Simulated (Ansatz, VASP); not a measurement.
**Pb in VASP and in Ansatz**

The input POSCAR:

```
Pb
1.0
    2.9975395250     -1.7266640877      0.0000000000
    2.9975395250      1.7266640877      0.0000000000
   -2.0868717998      0.0000000000      6.0128468655
Pb
2
Direct
    0.9085084100      0.9085084100      0.7262922000
    0.0914915900      0.0914915900      0.2737078000
```

File INCAR.step1:

```
PREC = Accurate
ENCUT = 520
EDIFF = 1E-5
ISMEAR = -1
SIGMA = 0.05
LREAL = False
LASPH = True
NELM = 60
ALGO = Normal
ISIF = 2
LWAVE = True
LCHARG = False
GGA = PE
NBANDS = 21
```

The input INCAR.step2:

```
PREC = Accurate
ENCUT = 520
EDIFF = 1E-7
ISMEAR = -1
SIGMA = 0.05
LREAL = False
LASPH = True
NELM = 60
ALGO = Normal
ISIF = 2
LWAVE = False
LCHARG = False
GGA = PE
LHFCALC = True
AEXX = 0.25
PRECFOCK = Normal
ISTART = 1
NBANDS = 21
```

File KPOINTS:

```
Automatic mesh
0
Gamma
  4 4 2
```

The input input.yaml:

```yaml
crystal:
  lattice:
    - [2.997539525, -1.7266640877, 0.0]
    - [2.997539525, 1.7266640877, 0.0]
    - [-2.0868717998, 0.0, 6.0128468655]
  atoms:
    - { symbol: Pb, position: [0.90850841, 0.90850841, 0.7262922] }
    - { symbol: Pb, position: [0.09149159, 0.09149159, 0.2737078] }
hamiltonian:
  xc: pbe0
  pseudopotentials: { kind: paw }
kpoints:
  mp_grid: { grid: [4, 4, 2] }
scf:
  occupations: { method: fermi_dirac, width: 0.05 }
output:
  forces: true
  stress: true
  eigenvalues: true
```

Alike in both runs: task single point; functional PBE0; k mesh 4 × 4 × 2; occupations fermi-dirac, width 0.05 eV; no spin polarisation.

|  | VASP | Ansatz |
| --- | --- | --- |
| version | VASP 6.6.1 | Ansatz 0.2.0 |
| potentials or method | VASP PAW PBE potentials, release 64 (Pb_d) | Ansatz PAW |
| plane-wave cutoff (eV) | 520 | 420 |
| valence electrons in the cell | 28 | 28 |

VASP gave:

- gap on the k mesh at the Fermi level (eV): none
- pressure (GPa): 1.3
- traceless stress, the component that is largest in VASP (GPa): 3.43
- rms of the force components (eV/Å): 0.156

Problem. What did Ansatz give for the same quantities?

Solution. gap on the k mesh at the Fermi level (eV): none; pressure (GPa): 1.5; traceless stress, the component that is largest in VASP (GPa): 3.43; rms of the force components (eV/Å): 0.164.

Atom by atom the forces differ by 0.008 eV/Å (rms over components). A gap of «none» marks a metal or a gap that the smearing closes.

The k mesh is coarse, so the values compare programs but aren't converged. Spin-orbit coupling is off throughout.
